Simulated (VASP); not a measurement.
## GaP: single point with PBE-based screened hybrid with 50 % exact exchange

Crystal: GaP.

```xyz
2
Lattice="0.0000 2.7254 2.7254 2.7254 0.0000 2.7254 2.7254 2.7254 0.0000" Properties=species:S:1:pos:R:3 pbc="T T T"
Ga    0.0000    0.0000    0.0000
P     1.3627    1.3627    1.3627
```

```
Program                            : VASP 6.6.1
Task                               : single point
Functional                         : PBE-based screened hybrid with 50 % exact exchange
Potentials or basis                : VASP PAW PBE potentials, release 64 (Ga_d, P)
Cutoff                             : 520 eV
k mesh                             : 4 × 4 × 4
Occupations                        : gaussian, width 0.01 eV
Spin                               : no spin polarisation
Dipole correction                  : no
Grid for exact exchange (PRECFOCK) : Normal
Share of exact exchange            : 0.5
Further INCAR settings             : ALGO = Normal; EDIFF = 1e-06; NBANDS = 16
Screening parameter                : 0.2078 1/Å
```

The pressure is -0.8 GPa and the band gap on the k mesh is 3.04 eV (least direct gap 3.94 eV).

Levels at points of the mesh, in eV from the valence-band top:
```
           k point  band 7  band 8  band 9  band 10  band 11  band 12
(0.00, 0.00, 0.00)    0.00    0.00    0.00     3.94     5.75     5.75
(0.50, 0.00, 0.00)   -7.74   -1.29   -1.29     3.49     6.59     6.59
(0.50, 0.50, 0.00)   -7.81   -3.13   -3.13     3.04     3.43    13.60
```

Wall time 12 min on 1 thread of Intel Xeon 8259CL, with other jobs on the host, peak memory 0.28 GiB.

Caveat: the k points lie up to 0.50 Å⁻¹ apart; the PAW data sets were made with another functional, which shifts forces and pressure a little. A k mesh can miss the band edges.
